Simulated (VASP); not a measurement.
A run of VASP 6.6.1 is set up as follows.

Contents of POSCAR:

```
TiO2
1.0
    4.5890000000      0.0000000000      0.0000000000
    0.0000000000      4.8490000000      0.0000000000
   -0.7081993865      0.0000000000      4.6827502206
Ti O
4 8
Direct
    0.2789943995      0.0465515612      0.2112229560
    0.7210056005      0.5465515612      0.2887770440
    0.7210056005      0.9534484388      0.7887770440
    0.2789943995      0.4534484388      0.7112229560
    0.0855917885      0.3732413161      0.3028118077
    0.9144082115      0.8732413161      0.1971881923
    0.9144082115      0.6267586839      0.6971881923
    0.0855917885      0.1267586839      0.8028118077
    0.4338385078      0.7639177051      0.4895583137
    0.5661614922      0.2639177051      0.0104416863
    0.5661614922      0.2360822949      0.5104416863
    0.4338385078      0.7360822949      0.9895583137
```

The input INCAR.step1:

```
SYSTEM = TiO2
ALGO = Normal
EDIFF = 1E-5
ENCUT = 580
GGA = PE
GGA_COMPAT = .False.
ISMEAR = -1
KPAR = 4
LASPH = .True.
LCHARG = .False.
LREAL = .False.
LWAVE = .True.
NBANDS = 60
NELM = 120
PREC = Accurate
SIGMA = 0.02
```

File INCAR.step2:

```
SYSTEM = TiO2
ALGO = Normal
EDIFF = 1E-7
ENCUT = 580
GGA_COMPAT = .False.
ISIF = 2
ISMEAR = -1
ISTART = 1
KPAR = 4
LASPH = .True.
LCHARG = .False.
LEFG = .True.
LMIXTAU = .True.
LREAL = .False.
LWAVE = .False.
METAGGA = R2SCAN
NBANDS = 60
NELM = 120
PREC = Accurate
SIGMA = 0.02
```

File KPOINTS:

```
k-points
0
Gamma
  7 6 7
  0 0 0
```

Potentials or basis: VASP PAW PBE potentials, release 64 (Ti_sv, O).

The run is started by

```sh
$ cat potpaw_PBE.64/Ti_sv/POTCAR potpaw_PBE.64/O/POTCAR > POTCAR
$ cp INCAR.step1 INCAR
$ mpirun -np 4 vasp_std > vasp.out
$ cp INCAR.step2 INCAR
$ mpirun -np 4 vasp_std > vasp.out
```

What does it give for the band gap on the k mesh?

2.80 eV (least direct gap 2.96 eV).

Estimate the largest force.

0.086 eV/Å.

Predict the pressure.

24.2 GPa.

Electric field gradients, principal values (V/Å²):
```tsv
atom	least	middle	greatest (by size)
1 Ti	-4.238	-36.805	41.042
2 Ti	-4.238	-36.805	41.042
3 Ti	-4.238	-36.805	41.042
4 Ti	-4.238	-36.805	41.042
5 O	4.508	25.953	-30.461
6 O	4.508	25.953	-30.461
7 O	4.508	25.953	-30.461
8 O	4.508	25.953	-30.461
9 O	4.032	13.640	-17.673
10 O	4.032	13.640	-17.673
11 O	4.032	13.640	-17.673
12 O	4.032	13.640	-17.673
```

Caveat: the cell stands under pressure; without QUAD_EFG the Cq values of the log hold for a quadrupole moment of 1 mb, not for the nuclei; the PAW data sets were made with another functional, which shifts forces and pressure a little. A k mesh can miss the band edges.
